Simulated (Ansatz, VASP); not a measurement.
## Zn: VASP beside Ansatz

POSCAR

```
Zn
1.0
   -1.5062755200      1.5690370000      1.5690370000
    1.5062755200     -1.5690370000      1.5690370000
    1.5062755200      1.5690370000     -1.5690370000
Zn
1
Direct
    0.0000000000      0.0000000000      0.0000000000
```

INCAR.step1

```
SYSTEM = Zn
  ALGO = Normal
  EDIFF = 1E-4
  ENCUT = 520
  GGA = PE
  ISMEAR = 0
  LASPH = .True.
  LCHARG = .False.
  LREAL = .False.
  LWAVE = .True.
  NBANDS = 12
  NELM = 60
  PREC = Accurate
  SIGMA = 0.15
```

File INCAR.step2:

```
SYSTEM = Zn
  ALGO = Normal
  EDIFF = 1E-6
  ENCUT = 520
  ISIF = 2
  ISMEAR = 0
  ISTART = 1
  LASPH = .True.
  LCHARG = .False.
  LMIXTAU = .True.
  LREAL = .False.
  LWAVE = .False.
  METAGGA = R2SCAN
  NBANDS = 12
  NELM = 60
  PREC = Accurate
  SIGMA = 0.15
```

File KPOINTS:

```
k-points
0
Gamma
  22 22 22
  0 0 0
```

Input for Ansatz:

```yaml
crystal:
  lattice:
    - [-1.50627552, 1.569037, 1.569037]
    - [1.50627552, -1.569037, 1.569037]
    - [1.50627552, 1.569037, -1.569037]
  atoms:
    - { symbol: Zn, position: [0.0, 0.0, 0.0] }
basis:
  ecutwfc: 500
kpoints:
  mp_grid: { grid: [22, 22, 22] }
hamiltonian:
  xc: r2scan
scf:
  occupations: { method: gaussian, width: 0.15 }
output:
  forces: true
  stress: true
  eigenvalues: true
```

Change from the starting cell: strain -0.0400 x Voigt [1, 0, 0, 0, 0, 0], atoms carried along.

Alike in both runs: task single point; functional r2SCAN; k mesh 22 × 22 × 22; occupations gaussian, width 0.15 eV; no spin polarisation.

|  | VASP | Ansatz |
| --- | --- | --- |
| version | VASP 6.6.1 | Ansatz 0.2.0 |
| potentials or method | VASP PAW PBE potentials, release 64 (Zn), cutoff 520 eV | scalar-relativistic, plane waves, PAW |
| valence electrons in the cell | 12 | 12 |

|  | VASP | Ansatz | Ansatz less VASP |
| --- | --- | --- | --- |
| gap on the k mesh at the Fermi level (eV) | none | none | - |
| pressure (GPa) | -1.7 | -2.2 | -0.52 |
| traceless stress, the component that is largest in VASP (GPa) | -1.74 | -1.82 | -0.072 |

VASP's potentials were made for PBE, not for r2SCAN. A gap of «none» marks a metal or a gap that the smearing closes.
